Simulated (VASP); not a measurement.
# Ag (Im-3m) in VASP: a series of runs

Ag is run at these levels: PBEsol; tasks: relaxation of cell and atoms.

All numbers are computed with VASP 6.6.1; they aren't measurements. Logs are shortened: lines on timing, memory, paths and dates and some standing lists are left out, and cuts for length are marked.

## 1. The cell of the first run

The structure is cubic, space group Im-3m (No. 229). Conventional cell: a = 3.133 Å, b = 3.133 Å, c = 3.133 Å, α = 90.00°, β = 90.00°, γ = 90.00°. Within 3.6 Å of Ag (site symmetry m-3m) lie 14 Ag at 2.71 to 3.13 Å.

This isn't the form of Ag at room conditions, which is fcc.

## 2. Relaxation of cell and atoms, PBEsol, target pressure 12 GPa, at which the enthalpy is minimised

Input file INCAR:

```
SYSTEM = Ag
PREC = Accurate
ENCUT = 600
EDIFF = 1E-7
ISMEAR = 0
SIGMA = 0.1
LREAL = .False.
LASPH = .True.
NELM = 100
ALGO = Normal
ISIF = 3
LWAVE = .False.
LCHARG = .False.
GGA = PS
IBRION = 2
NSW = 70
EDIFFG = -0.008
PSTRESS = 120.0
```

Input file KPOINTS:

```
regular mesh
0
Gamma
  18 18 18
  0 0 0
```

Input file POSCAR:

```
Ag
1.0
   -1.5663844342      1.5663844342      1.5663844342
    1.5663844342     -1.5663844342      1.5663844342
    1.5663844342      1.5663844342     -1.5663844342
Ag
1
Direct
    0.0000000000      0.0000000000      0.0000000000
```

Potentials or basis: VASP PAW PBE potentials, release 64 (Ag).

Launch:

```sh
$ cat potpaw_PBE.64/Ag/POTCAR > POTCAR
$ mpirun -np 1 vasp_std > vasp.out
```

OUTCAR:

```text
SYSTEM = Ag
   PREC = Accurate
   ENCUT = 600
   EDIFF = 1E-7
   ISMEAR = 0
   LREAL = .False.
   LASPH = .True.
   NELM = 100
   ISIF = 3
   GGA = PS
   IBRION = 2
   NSW = 70
   EDIFFG = -0.008
   PSTRESS = 120.0

 ion  position               nearest neighbor table
   1  0.000  0.000  0.000-

  LATTYP: Found a body centered cubic cell.
 ALAT       =     3.1327688684

  Lattice vectors:

 A1 = (  -1.5663844342,   1.5663844342,   1.5663844342)
 A2 = (   1.5663844342,  -1.5663844342,   1.5663844342)
 A3 = (   1.5663844342,   1.5663844342,  -1.5663844342)

Analysis of symmetry for initial positions (statically):
=====================================================================
 Subroutine PRICEL returns:
 Original cell was already a primitive cell.

 Routine SETGRP: Setting up the symmetry group for a
 body centered cubic supercell.

 Subroutine GETGRP returns: Found 48 space group operations
 (whereof 48 operations were pure point group operations)
 out of a pool of 48 trial point group operations.

The static configuration has the point symmetry O_h .

Analysis of symmetry for dynamics (positions and initial velocities):
=====================================================================
 Subroutine PRICEL returns:
 Original cell was already a primitive cell.

 Routine SETGRP: Setting up the symmetry group for a
 body centered cubic supercell.

 Subroutine GETGRP returns: Found 48 space group operations
 (whereof 48 operations were pure point group operations)
 out of a pool of 48 trial point group operations.

The dynamic configuration has the point symmetry O_h .

 Subroutine INISYM returns: Found 48 space group operations
 (whereof 48 operations are pure point group operations),
 and found     1 'primitive' translations

----------------------------------------------------------------------------------------

                                     Primitive cell

  volume of cell :      15.3729

  direct lattice vectors                    reciprocal lattice vectors
    -1.566384434  1.566384434  1.566384434     0.000000000  0.319206441  0.319206441
     1.566384434 -1.566384434  1.566384434     0.319206441  0.000000000  0.319206441
     1.566384434  1.566384434 -1.566384434     0.319206441  0.319206441  0.000000000

  length of vectors
     2.713057424  2.713057424  2.713057424     0.451426078  0.451426078  0.451426078

  position of ions in fractional coordinates (direct lattice)
     0.000000000  0.000000000  0.000000000

  ion indices of the primitive-cell ions
   primitive index   ion index
                 1           1

----------------------------------------------------------------------------------------

 KPOINTS: regular mesh

Automatic generation of k-mesh.
 Grid dimensions read from file:
 generate k-points for:   18   18   18

 Generating k-lattice:

  Cartesian coordinates                     Fractional coordinates (reciprocal lattice)
     0.000000000  0.017733691  0.017733691     0.055555556  0.000000000  0.000000000
     0.017733691  0.000000000  0.017733691     0.000000000  0.055555556  0.000000000
     0.017733691  0.017733691  0.000000000     0.000000000  0.000000000  0.055555556

  Length of vectors
     0.025079227  0.025079227  0.025079227

  Shift w.r.t. Gamma in fractional coordinates (k-lattice)
     0.000000000  0.000000000  0.000000000

 Subroutine IBZKPT returns following result:
 ===========================================

 Found    195 irreducible k-points:

 Following reciprocal coordinates:
            Coordinates               Weight
  0.000000  0.000000  0.000000      1.000000
  0.055556  0.000000  0.000000     12.000000
  0.111111  0.000000  0.000000     12.000000
  0.166667  0.000000  0.000000     12.000000
  0.222222  0.000000  0.000000     12.000000
  0.277778  0.000000  0.000000     12.000000
[... 16 lines left out ...]
  0.333333  0.111111  0.000000     48.000000
  0.388889  0.111111 -0.000000     48.000000
 [... further k-points ...]
   k-points           NKPTS =    195   k-points in BZ     NKDIM =    195   number of bands    NBANDS=      9
   number of dos      NEDOS =    301   number of ions     NIONS =      1
   total plane-waves  NPLWV =  13824
   dimension x,y,z NGX =    24 NGY =   24 NGZ =   24
   dimension x,y,z NGXF=    48 NGYF=   48 NGZF=   48
   ions per type =               1
   NGX,Y,Z   is equivalent  to a cutoff of  14.71, 14.71, 14.71 a.u.
   NGXF,Y,Z  is equivalent  to a cutoff of  29.41, 29.41, 29.41 a.u.
 SYSTEM =  Ag
   PREC   = accura    normal or accurate (medium, high low for compatibility)
   ISTART =      0    job   : 0-new  1-cont  2-samecut
   ICHARG =      2    charge: 1-file 2-atom 10-const
   ISPIN  =      1    spin polarized calculation?
   LNONCOLLINEAR =      F non collinear calculations
   LSORBIT =      F    spin-orbit coupling
   LASPH  =      T    aspherical Exc in radial PAW
   ENCUT  =  600.0 eV  44.10 Ry    6.64 a.u.   5.42  5.42  5.42*2*pi/ulx,y,z
   NELM   =    100;   NELMIN=  2; NELMDL= -5     # of ELM steps
   EDIFF  = 0.1E-06   stopping-criterion for ELM
   LREAL  =      F    real-space projection
   EDIFFG = -.8E-02   stopping-criterion for IOM
   NSW    =     70    number of steps for IOM
   IBRION =      2    ionic relax: 0-MD 1-quasi-New 2-CG
   NFREE  =      1    steps in history (QN), initial steepest desc. (CG)
   ISIF   =      3    stress and relaxation
   ISYM   =      2    0-nonsym 1-usesym 2-fastsym
   POTIM  = 0.5000    time-step for ionic-motion
   TEBEG  =    0.0;   TEEND  =   0.0 temperature during run
   PSTRESS=  120.0 pullay stress
   NELECT =      11.0000    total number of electrons
   NUPDOWN=      -1.0000    fix difference up-down
   EMIN   =  10.00;   EMAX   =-10.00  energy-range for DOS
   EFERMI =   0.00;   METHOD = LEGACY
   ISMEAR =     0;   SIGMA  =   0.10  broadening in eV -4-tet -1-fermi 0-gaus
   EFERMI_NEDOS =   21; number of points for ismear=-14 and -15
   IALGO  =     38    algorithm
   IMIX   =      4    mixing-type and parameters
     AMIX     =   0.40;   BMIX     =  1.00
     AMIX_MAG =   1.60;   BMIX_MAG =  1.00
  volume/ion in A,a.u.               =      15.37       103.74
  Fermi-wavevector in a.u.,A,eV,Ry     =   1.464268  2.767066 29.172008  2.144082
  Thomas-Fermi vector in A             =   2.580265
   LORBIT       =      0    0 simple, 1 ext, 2 COOP (PROOUT), +10 PAW based schemes
   GGA     = PS    functional components
   LHFCALC =     F    Hartree Fock is set to
   AEXX    =    0.0000 exact exchange contribution
   IVDW    =     0    specifies the selected vdW correction
   LEPSILON=     F    determine dielectric tensor
   LRPA    =     F    only Hartree local field effects (RPA)
 conjugate gradient relaxation of ions
 non-spin polarized calculation
 Gauss-broadening in eV      SIGMA  =   0.10
  energy-cutoff  :      600.00
  volume of cell :       15.37
 maximum number of plane-waves:       533
 NGX is ok and might be reduce to    24
   NGX = 11   NGY = 11   NGZ = 11

--------------------------------------- Ionic step        1  -------------------------------------------

 number of electron      11.0000003 magnetization

 Free energy of the ion-electron system (eV)
  ---------------------------------------------------
  ext. energy  EPLUGINS =         0.00000000
  ---------------------------------------------------
  free energy    TOTEN  =        -3.21817859 eV

  energy without entropy =       -3.21498823  energy(sigma->0) =       -3.21658341

------------------------ aborting loop because EDIFF is reached ----------------------------------------

  FORCE on cell =-STRESS in cart. coord.  units (eV):
  Direction    XX          YY          ZZ          XY          YZ          ZX
  --------------------------------------------------------------------------------------
  -------------------------------------------------------------------------------------
  Total        1.1934875      1.1934875      1.1934875     -0.0000000     -0.0000000     -0.0000000
  in kB      124.3865358    124.3865358    124.3865358     -0.0000000     -0.0000000     -0.0000000
  external PRESSURE =       4.3865358 kB  Pullay stress =     120.0000000 kB
[... 59 lines left out ...]
  enthalpy is  TOTEN    =        -2.0667107503 eV   P V=        1.1584265951

--------------------------------------- Ionic step        3  -------------------------------------------

 number of electron      11.0000003 magnetization

 Free energy of the ion-electron system (eV)
  ---------------------------------------------------
  ext. energy  EPLUGINS =         0.00000000
  ---------------------------------------------------
  free energy    TOTEN  =        -3.22095902 eV

  energy without entropy =       -3.21776777  energy(sigma->0) =       -3.21936339

 E-fermi :   9.7505     XC(G=0): -13.0275

 val. band max:        9.7293729669   @ k =   0.2222   0.1667   0.1111
 cond. band min:       9.7817171696   @ k =   0.3889   0.1111  -0.0000
 fundamental gap:      0.0523442027
 Fermi energy:         9.7504868639

 k-point     1 :       0.0000    0.0000    0.0000
  band No.  band energies     occupation
      1       1.1168      2.00000
      2       4.4133      2.00000
      3       4.4133      2.00000
      4       4.4133      2.00000
      5       6.0053      2.00000
      6       6.0053      2.00000
      7      27.9960      0.00000
      8      27.9960      0.00000
      9      27.9960      0.00000
[... 265 lines left out ...]
 k-point    24 :       0.3889    0.1111   -0.0000
  band No.  band energies     occupation
      1       2.8559      2.00000
      2       3.5715      2.00000
      3       5.7668      2.00000
      4       5.9303      2.00000
      5       6.6482      2.00000
      6       9.7817      0.65873
      7      15.4015      0.00000
      8      22.3660      0.00000
      9      24.6155      0.00000

 [... further k-points ...]

------------------------ aborting loop because EDIFF is reached ----------------------------------------

  FORCE on cell =-STRESS in cart. coord.  units (eV):
  Direction    XX          YY          ZZ          XY          YZ          ZX
  --------------------------------------------------------------------------------------
  -------------------------------------------------------------------------------------
  Total        1.1515520      1.1515520      1.1515520      0.0000000     -0.0000000     -0.0000000
  in kB      119.7319480    119.7319480    119.7319480      0.0000000     -0.0000000     -0.0000000
  external PRESSURE =      -0.2680520 kB  Pullay stress =     120.0000000 kB
[... 16 lines left out ...]
  FREE ENERGIE OF THE ION-ELECTRON SYSTEM (eV)
  ---------------------------------------------------
  free  energy   TOTEN  =        -3.2209590157 eV

  energy  without entropy=       -3.2177677702  energy(sigma->0) =       -3.21936339

  enthalpy is  TOTEN    =        -2.0668289492 eV   P V=        1.1541300665

 reached required accuracy - stopping structural energy minimisation
```

Run time: 58 s. Hardware: 1 thread of Intel Xeon 8259CL, shared host; peak memory 0.17 GiB.

Results:

```yaml
Free_energy: -3.2210 eV
Relaxed_volume: 15.41 Å³/atom
Relaxed_cell: a = 2.715 Å, b = 2.715 Å, c = 2.715 Å, α = 109.47°, β = 109.47°, γ = 109.47°
Space_group_after_relaxing_to_0.1_Å: Im-3m (No. 229)
Energy_change_on_relaxing_the_run_minimises_the_enthalpy: -2.8 meV/atom
Ionic_steps: 3
Pressure_after_relaxing: 12.0 GPa
Band_gap_on_the_k_mesh: zero (an odd number of electrons rules out a gap without spin polarisation)
```

Step by step:
| step | energy change (eV) | largest force (eV/Å) | pressure (GPa) | volume (Å³) |
| --- | --- | --- | --- | --- |
| 1 | 0.0000 | 0.0000 | 12.44 | 15.37 |
| 2 | -0.0070 | 0.0000 | 11.34 | 15.47 |
| 3 | -0.0028 | 0.0000 | 11.97 | 15.41 |

Final structure:
```
Ag
1.0
    -1.56762    1.56762    1.56762
     1.56762   -1.56762    1.56762
     1.56762    1.56762   -1.56762
Ag
1
Direct
  0.00000 0.00000 0.00000
```

Levels at points of the mesh, in eV from the Fermi level:
| k point | band 4 | band 5 | band 6 | band 7 | band 8 | band 9 |
| --- | --- | --- | --- | --- | --- | --- |
| (0.00, 0.00, 0.00) | -5.34 | -3.75 | -3.75 | 18.25 | 18.25 | 18.25 |
| (0.50, 0.00, 0.00) | -3.58 | -2.52 | -0.41 | 4.76 | 13.62 | 15.37 |
| (0.50, 0.50, 0.50) | -2.82 | -2.82 | 7.13 | 7.13 | 7.13 | 14.32 |

Caveat: the cell is relaxed towards a set pressure, so the run minimises the enthalpy, not the energy; the PAW data sets were made with another functional, which shifts forces and pressure a little.

## 3. Relaxation of cell and atoms, PBEsol, target pressure 4 GPa, at which the enthalpy is minimised

This run uses another cell than the first one, of 16.23 Å³/atom.

Input file INCAR:

```
SYSTEM = Ag
  ALGO = Normal
  EDIFF = 1E-6
  EDIFFG = -0.008
  ENCUT = 600
  GGA = PS
  IBRION = 2
  ISIF = 3
  ISMEAR = 0
  LASPH = .True.
  LCHARG = .False.
  LREAL = .False.
  LWAVE = .False.
  NELM = 60
  NSW = 70
  PREC = Accurate
  PSTRESS = 40.0
  SIGMA = 0.1
```

Input file KPOINTS:

```
k-points
0
Gamma
  18 18 18
  0 0 0
```

Input file POSCAR:

```
Ag
1.0
   -1.5950262073      1.5950262073      1.5950262073
    1.5950262073     -1.5950262073      1.5950262073
    1.5950262073      1.5950262073     -1.5950262073
Ag
1
Direct
    0.0000000000      0.0000000000      0.0000000000
```

Potentials or basis: VASP PAW PBE potentials, release 64 (Ag).

Launch:

```sh
$ cat potpaw_PBE.64/Ag/POTCAR > POTCAR
$ mpirun -np 1 vasp_std > vasp.out
```

Run time: 44 s. Hardware: 1 thread of Intel Xeon 8259CL, shared host; peak memory 0.17 GiB.

It converged, with:

| Quantity | Value |
| --- | --- |
| Free energy | -3.2607 eV |
| Relaxed volume | 16.21 Å³/atom |
| Relaxed cell | a = 2.762 Å, b = 2.762 Å, c = 2.762 Å, α = 109.47°, β = 109.47°, γ = 109.47° |
| Space group after relaxing (to 0.1 Å) | Im-3m (No. 229) |
| Energy change on relaxing (the run minimises the enthalpy) | +0.4 meV/atom |
| Ionic steps | 3 |
| Pressure after relaxing | 4.0 GPa |
| Band gap on the k mesh | zero (an odd number of electrons rules out a gap without spin polarisation) |

Step by step:
```tsv
step	energy change (eV)	largest force (eV/Å)	pressure (GPa)	volume (Å³)
1	0.0000	0.0000	3.86	16.23
2	0.0009	0.0000	4.13	16.20
3	0.0004	0.0000	4.02	16.21
```

Final structure:
```
Ag
1.0
    -1.59444    1.59444    1.59444
     1.59444   -1.59444    1.59444
     1.59444    1.59444   -1.59444
Ag
1
Direct
  0.00000 0.00000 0.00000
```

Levels at points of the mesh, in eV from the Fermi level:
```csv
k point,band 3,band 4,band 5,band 6,band 7,band 8,band 9
"(0.00, 0.00, 0.00)",-5.10,-5.10,-3.63,-3.63,18.11,18.11,18.11
"(0.50, 0.00, 0.00)",-3.69,-3.49,-2.51,-0.26,4.45,13.48,14.91
"(0.50, 0.50, 0.50)",-2.78,-2.78,-2.78,7.00,7.00,7.00,13.56
```

Caveat: the cell is relaxed towards a set pressure, so the run minimises the enthalpy, not the energy; the PAW data sets were made with another functional, which shifts forces and pressure a little.

## 4. Relaxation of cell and atoms, PBEsol, target pressure 90 GPa, at which the enthalpy is minimised

This run uses another cell than the first one, of 12.32 Å³/atom.

Input file INCAR:

```
PREC = Accurate
ENCUT = 600
EDIFF = 1E-6
ISMEAR = 0
SIGMA = 0.1
LREAL = False
LASPH = True
NELM = 100
ALGO = Normal
ISIF = 3
LWAVE = False
LCHARG = False
GGA = PS
IBRION = 2
NSW = 70
EDIFFG = -0.008
PSTRESS = 900.0
```

Input file KPOINTS:

```
regular mesh
0
Gamma
  20 20 20
```

Input file POSCAR:

```
Ag
1.0
   -1.4551068382      1.4551068382      1.4551068382
    1.4551068382     -1.4551068382      1.4551068382
    1.4551068382      1.4551068382     -1.4551068382
Ag
1
Direct
    0.0000000000      0.0000000000      0.0000000000
```

Launch:

```sh
$ cat potpaw_PBE.64/Ag/POTCAR > POTCAR
$ mpirun -np 1 vasp_std > vasp.out
```

It took 59 s on 1 thread of Intel Xeon 8259CL, shared host; peak memory 0.17 GiB.

The run converged. Its results:

| Property | Result |
| --- | --- |
| Free energy | -2.3594 eV |
| Relaxed volume | 12.17 Å³/atom |
| Relaxed cell | a = 2.510 Å, b = 2.510 Å, c = 2.510 Å, α = 109.47°, β = 109.47°, γ = 109.47° |
| Space group after relaxing (to 0.1 Å) | Im-3m (No. 229) |
| Energy change on relaxing (the run minimises the enthalpy) | +82.6 meV/atom |
| Ionic steps | 4 |
| Pressure after relaxing | 90.0 GPa |
| Band gap on the k mesh | zero (an odd number of electrons rules out a gap without spin polarisation) |

The path:
| step | energy change (eV) | largest force (eV/Å) | pressure (GPa) | volume (Å³) |
| --- | --- | --- | --- | --- |
| 1 | 0.0000 | 0.0000 | 83.49 | 12.32 |
| 2 | 0.5655 | 0.0000 | 127.06 | 11.45 |
| 3 | 0.0803 | 0.0000 | 89.80 | 12.18 |
| 4 | 0.0826 | 0.0000 | 90.02 | 12.17 |

Final structure:
```xyz
1
Lattice="-1.4491 1.4491 1.4491 1.4491 -1.4491 1.4491 1.4491 1.4491 -1.4491" Properties=species:S:1:pos:R:3 pbc="T T T"
Ag    1.4491    1.4491    1.4491
```

Levels at points of the mesh, in eV from the Fermi level:
```csv
k point,band 3,band 4,band 5,band 6,band 7,band 8
"(0.00, 0.00, 0.00)",-6.80,-6.80,-4.49,-4.49,18.46,18.46
"(0.50, 0.00, 0.00)",-4.55,-4.20,-2.60,-1.26,6.44,13.90
"(0.50, 0.50, 0.50)",-3.06,-3.06,-3.06,7.69,7.69,7.69
```

Caveat: the cell is relaxed towards a set pressure, so the run minimises the enthalpy, not the energy; the PAW data sets were made with another functional, which shifts forces and pressure a little.

## 5. Summary

| cell | k mesh | gap on the mesh (eV) | pressure (GPa) |
| --- | --- | --- | --- |
| relaxed to 12 GPa from a = 2.713 Å, angles 109.5°, 1 atom | 18 × 18 × 18 | none | 12.0 |
| relaxed to 4 GPa from a = 2.763 Å, angles 109.5°, 1 atom | 18 × 18 × 18 | none | 4.0 |
| relaxed to 90 GPa from a = 2.520 Å, angles 109.5°, 1 atom | 20 × 20 × 20 | none | 90.0 |

Alike in all rows: task relaxation of cell and atoms; level PBEsol; potentials or basis VASP PAW PBE potentials, release 64 (Ag); no spin polarisation; cutoff (eV) 600; smearing gaussian 0.1 eV.

Caveats: the cell is relaxed towards a set pressure, so the run minimises the enthalpy, not the energy; the PAW data sets were made with another functional, which shifts forces and pressure a little.

Absolute energies hang on the potentials; compare differences alone.
